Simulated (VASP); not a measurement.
# C (P-1) in VASP: single point with PBE

Aim: the single point of C with PBE.

All numbers are computed with VASP 6.6.1; they aren't measurements. Logs are shortened: lines on timing, memory, paths and dates and some standing lists are left out, and cuts for length are marked.

### 1 The cell of the first run

The typed cell holds 2 atoms: a = 3.640 Å, b = 3.630 Å, c = 3.635 Å, α = 39.16°, β = 39.82°, γ = 39.49°.

### 2 Single point, PBE

Input file INCAR:

```
SYSTEM = C
PREC = Accurate
ENCUT = 520
EDIFF = 1E-7
ISMEAR = -1
SIGMA = 0.05
LREAL = .FALSE.
LASPH = .TRUE.
NELM = 100
ALGO = Normal
ISIF = 2
LWAVE = .FALSE.
LCHARG = .FALSE.
GGA = PE
NBANDS = 11
```

Input file KPOINTS:

```
regular mesh
0
G
  13 13 13
  0 0 0
```

Input file POSCAR:

```
C
1.0
    1.2351163634      0.7212816035      3.3470108400
   -1.2209363366      0.6967210765      3.3470108400
   -0.0141800268     -1.4180026800      3.3470108400
C
2
Direct
    0.1675397357      0.1657035076      0.1666579523
    0.8324602643      0.8342964924      0.8333420477
```

Potentials or basis: VASP PAW PBE potentials, release 64 (C).

On the command line:

```
$ cat potpaw_PBE.64/C/POTCAR > POTCAR
$ mpirun -np 1 vasp_std > vasp.out
```

OUTCAR:

```text
SYSTEM = C
   PREC = Accurate
   ENCUT = 520
   EDIFF = 1E-7
   ISMEAR = -1
   LREAL = .FALSE.
   LASPH = .TRUE.
   NELM = 100
   ISIF = 2
   GGA = PE

 ion  position               nearest neighbor table
   1  0.168  0.166  0.167-   2 1.41   2 1.42   2 1.43
   2  0.832  0.834  0.833-   1 1.41   1 1.42   1 1.43

  LATTYP: Found a triclinic cell.
 ALAT       =     2.4561754996
 B/A-ratio  =     1.0086222128
 C/A-ratio  =     1.4780020450
 COS(alpha) =     0.0038725103
 COS(beta)  =     0.3343886271
 COS(gamma) =     0.5128964736

  Lattice vectors:

 A1 = (  -2.4560527000,  -0.0245605270,   0.0000000000)
 A2 = (  -1.2492963902,  -2.1392842835,   0.0000000000)
 A3 = (  -1.2209363366,   0.6967210765,   3.3470108400)

Analysis of symmetry for initial positions (statically):
=====================================================================
 Subroutine PRICEL returns:
 Original cell was already a primitive cell.

 Routine SETGRP: Setting up the symmetry group for a
 triclinic supercell.

 Subroutine GETGRP returns: Found  2 space group operations
 (whereof  2 operations were pure point group operations)
 out of a pool of  2 trial point group operations.

The static configuration has the point symmetry S_2 .

Analysis of symmetry for dynamics (positions and initial velocities):
=====================================================================
 Subroutine PRICEL returns:
 Original cell was already a primitive cell.

 Routine SETGRP: Setting up the symmetry group for a
 triclinic supercell.

 Subroutine GETGRP returns: Found  2 space group operations
 (whereof  2 operations were pure point group operations)
 out of a pool of  2 trial point group operations.

The dynamic configuration has the point symmetry S_2 .

 Subroutine INISYM returns: Found  2 space group operations
 (whereof  2 operations are pure point group operations),
 and found     1 'primitive' translations

----------------------------------------------------------------------------------------

                                     Primitive cell

  volume of cell :      17.4831

  direct lattice vectors                    reciprocal lattice vectors
     1.235116363  0.721281604  3.347010840     0.404847148  0.231023957  0.099591352
    -1.220936337  0.696721077  3.347010840    -0.409549066  0.239167919  0.099591352
    -0.014180027 -1.418002680  3.347010840     0.004701919 -0.470191876  0.099591352

  length of vectors
     3.639813339  3.630232411  3.635026030     0.476646325  0.484613422  0.480646383

  position of ions in fractional coordinates (direct lattice)
     0.167539736  0.165703508  0.166657952
     0.832460264  0.834296492  0.833342048

  ion indices of the primitive-cell ions
   primitive index   ion index
                 1           1
                 2           2

----------------------------------------------------------------------------------------

 KPOINTS: regular mesh

Automatic generation of k-mesh.
 Grid dimensions read from file:
 generate k-points for:   13   13   13

 Generating k-lattice:

  Cartesian coordinates                     Fractional coordinates (reciprocal lattice)
     0.031142088  0.017771074  0.007660873     0.076923077  0.000000000  0.000000000
    -0.031503774  0.018397532  0.007660873     0.000000000  0.076923077  0.000000000
     0.000361686 -0.036168606  0.007660873     0.000000000  0.000000000  0.076923077

  Length of vectors
     0.036665102  0.037277956  0.036972799

  Shift w.r.t. Gamma in fractional coordinates (k-lattice)
     0.000000000  0.000000000  0.000000000

 Subroutine IBZKPT returns following result:
 ===========================================

 Found   1099 irreducible k-points:

 Following reciprocal coordinates:
            Coordinates               Weight
  0.000000  0.000000  0.000000      1.000000
  0.076923  0.000000  0.000000      2.000000
  0.153846 -0.000000  0.000000      2.000000
  0.230769 -0.000000 -0.000000      2.000000
  0.307692 -0.000000  0.000000      2.000000
  0.384615  0.000000 -0.000000      2.000000
[... 16 lines left out ...]
  0.153846  0.153846 -0.000000      2.000000
  0.230769  0.153846 -0.000000      2.000000
 [... further k-points ...]
   k-points           NKPTS =   1099   k-points in BZ     NKDIM =   1099   number of bands    NBANDS=     11
   number of dos      NEDOS =    301   number of ions     NIONS =      2
   total plane-waves  NPLWV =  21952
   dimension x,y,z NGX =    28 NGY =   28 NGZ =   28
   dimension x,y,z NGXF=    56 NGYF=   56 NGZF=   56
   ions per type =               2
   NGX,Y,Z   is equivalent  to a cutoff of  12.79, 12.82, 12.81 a.u.
   NGXF,Y,Z  is equivalent  to a cutoff of  25.58, 25.65, 25.61 a.u.
 SYSTEM =  C
   PREC   = accura    normal or accurate (medium, high low for compatibility)
   ISTART =      0    job   : 0-new  1-cont  2-samecut
   ICHARG =      2    charge: 1-file 2-atom 10-const
   ISPIN  =      1    spin polarized calculation?
   LNONCOLLINEAR =      F non collinear calculations
   LSORBIT =      F    spin-orbit coupling
   LASPH  =      T    aspherical Exc in radial PAW
   ENCUT  =  520.0 eV  38.22 Ry    6.18 a.u.   6.77  6.75  6.76*2*pi/ulx,y,z
   NELM   =    100;   NELMIN=  2; NELMDL= -5     # of ELM steps
   EDIFF  = 0.1E-06   stopping-criterion for ELM
   LREAL  =      F    real-space projection
   EDIFFG = 0.1E-05   stopping-criterion for IOM
   NSW    =      0    number of steps for IOM
   IBRION =     -1    ionic relax: 0-MD 1-quasi-New 2-CG
   NFREE  =      0    steps in history (QN), initial steepest desc. (CG)
   ISIF   =      2    stress and relaxation
   ISYM   =      2    0-nonsym 1-usesym 2-fastsym
   POTIM  = 0.5000    time-step for ionic-motion
   TEBEG  =    0.0;   TEEND  =   0.0 temperature during run
   PSTRESS=    0.0 pullay stress
   NELECT =       8.0000    total number of electrons
   NUPDOWN=      -1.0000    fix difference up-down
   EMIN   =  10.00;   EMAX   =-10.00  energy-range for DOS
   EFERMI =   0.00;   METHOD = LEGACY
   ISMEAR =    -1;   SIGMA  =   0.05  broadening in eV -4-tet -1-fermi 0-gaus
   EFERMI_NEDOS =   21; number of points for ismear=-14 and -15
   IALGO  =     38    algorithm
   IMIX   =      4    mixing-type and parameters
     AMIX     =   0.40;   BMIX     =  1.00
     AMIX_MAG =   1.60;   BMIX_MAG =  1.00
  volume/ion in A,a.u.               =       8.74        58.99
  Fermi-wavevector in a.u.,A,eV,Ry     =   1.261532  2.383950 21.653168  1.591463
  Thomas-Fermi vector in A             =   2.394986
   LORBIT       =      0    0 simple, 1 ext, 2 COOP (PROOUT), +10 PAW based schemes
   GGA     = PE    functional components
[... 5 lines left out ...]
 non-spin polarized calculation
  energy-cutoff  :      520.00
  volume of cell :       17.48
 maximum number of plane-waves:       482
   NGX = 13   NGY = 13   NGZ = 13

 number of electron       8.0000000 magnetization

 Free energy of the ion-electron system (eV)
  ---------------------------------------------------
  ext. energy  EPLUGINS =         0.00000000
  ---------------------------------------------------
  free energy    TOTEN  =       -18.40972547 eV

  energy without entropy =      -18.40971795  energy(sigma->0) =      -18.40972171

 E-fermi :   4.8513     XC(G=0): -10.3617

 val. band max:        4.5601750850   @ k =   0.0000  -0.3077   0.3077
 cond. band min:       5.1516421402   @ k =   0.0000  -0.3077   0.3077
 fundamental gap:      0.5914670552
 Fermi energy:         4.8513115615

 k-point     1 :       0.0000    0.0000    0.0000
  band No.  band energies     occupation
      1     -14.9764      2.00000
      2      -1.8456      2.00000
      3       1.6624      2.00000
      4       1.8855      2.00000
      5       9.0299      0.00000
      6      13.0585      0.00000
      7      13.3389      0.00000
      8      16.2525      0.00000
      9      17.7097      0.00000
     10      27.6608      0.00000
     11      30.5674      0.00000

 k-point     2 :       0.0769    0.0000    0.0000
  band No.  band energies     occupation
      1     -14.8349      2.00000
      2      -1.7026      2.00000
      3       1.0972      2.00000
      4       1.5966      2.00000
      5       9.2295      0.00000
      6      13.2388      0.00000
      7      13.9125      0.00000
      8      15.7418      0.00000
      9      17.9120      0.00000
     10      28.0669      0.00000
     11      29.2976      0.00000

 k-point     3 :       0.1538   -0.0000    0.0000
  band No.  band energies     occupation
      1     -14.4122      2.00000
      2      -1.2763      2.00000
      3      -0.3643      2.00000
      4       0.9139      2.00000
      5       9.8282      0.00000
      6      13.4564      0.00000
      7      14.3855      0.00000
      8      15.4753      0.00000
      9      18.6191      0.00000
     10      26.8569      0.00000
     11      29.1743      0.00000

 k-point     4 :       0.2308   -0.0000   -0.0000
  band No.  band energies     occupation
      1     -13.7130      2.00000
      2      -2.2754      2.00000
      3      -0.5756      2.00000
      4       0.1189      2.00000
      5      10.8044      0.00000
      6      12.4913      0.00000
      7      13.4710      0.00000
      8      17.6855      0.00000
      9      19.7420      0.00000
     10      24.8088      0.00000
     11      27.8369      0.00000
[... 239 lines left out ...]
 k-point    22 :       0.0769    0.1538   -0.0000
  band No.  band energies     occupation
      1     -14.5267      2.00000
      2      -1.4903      2.00000
      3       0.3464      2.00000
      4       0.8461      2.00000
      5       9.8441      0.00000
      6      13.5368      0.00000
      7      14.3892      0.00000
      8      14.8536      0.00000
      9      18.7165      0.00000
     10      27.2818      0.00000
     11      28.9770      0.00000

 k-point    23 :       0.1538    0.1538   -0.0000
  band No.  band energies     occupation
      1     -14.3811      2.00000
      2      -1.4381      2.00000
      3      -0.2118      2.00000
      4       0.7549      2.00000
      5      10.2133      0.00000
      6      13.2612      0.00000
      7      14.3688      0.00000
      8      15.3868      0.00000
      9      18.8313      0.00000
     10      26.5696      0.00000
     11      29.2372      0.00000

 k-point    24 :       0.2308    0.1538   -0.0000
  band No.  band energies     occupation
      1     -13.9570      2.00000
      2      -1.2012      2.00000
      3      -1.0889      2.00000
      4      -0.0585      2.00000
      5      10.9592      0.00000
      6      13.1661      0.00000
      7      13.7598      0.00000
      8      16.4111      0.00000
      9      19.6305      0.00000
     10      24.6020      0.00000
     11      29.4474      0.00000

 [... further k-points ...]
[... 5 lines left out ...]
  --------------------------------------------------------------------------------------
  -------------------------------------------------------------------------------------
  Total        0.6221079      0.6353181      0.4051038     -0.9604866      0.0002196     -0.0051781
  in kB       57.0107320     58.2213358     37.1242062    -88.0201723      0.0201288     -0.4745276
  external PRESSURE =      50.7854246 kB  Pullay stress =       0.0000000 kB

 VOLUME and BASIS-vectors are now :
 -----------------------------------------------------------------------------
  energy-cutoff  :      520.00
  volume of cell :       17.48
      direct lattice vectors                 reciprocal lattice vectors
     1.235116363  0.721281604  3.347010840     0.404847148  0.231023957  0.099591352
    -1.220936337  0.696721077  3.347010840    -0.409549066  0.239167919  0.099591352
    -0.014180027 -1.418002680  3.347010840     0.004701919 -0.470191876  0.099591352

 POSITION                                       TOTAL-FORCE (eV/Angst)
 -----------------------------------------------------------------------------------
      0.00225     -0.00003      1.67317         0.004151     -0.001163     -0.002252
     -0.00225      0.00003      8.36786        -0.004151      0.001163      0.002252
 -----------------------------------------------------------------------------------
    total drift:                                0.000000     -0.000000      0.000000

  FREE ENERGIE OF THE ION-ELECTRON SYSTEM (eV)
  ---------------------------------------------------
  free  energy   TOTEN  =       -18.4097254665 eV

  energy  without entropy=      -18.4097179523  energy(sigma->0) =      -18.40972171
```

Wall time 8.4 min (1 thread of AMD EPYC 7R13, shared host); peak memory 0.26 GiB.

Results:

```yaml
Free_energy: -18.4097 eV
Pressure: 5.1 GPa
Largest_force: 0.005 eV/Å
Band_gap_on_the_k_mesh: 0.59 eV, direct
```

Forces on the atoms (eV/Å):
```
C    0.004 -0.001 -0.002
C   -0.004  0.001  0.002
```

A k mesh can miss the band edges.
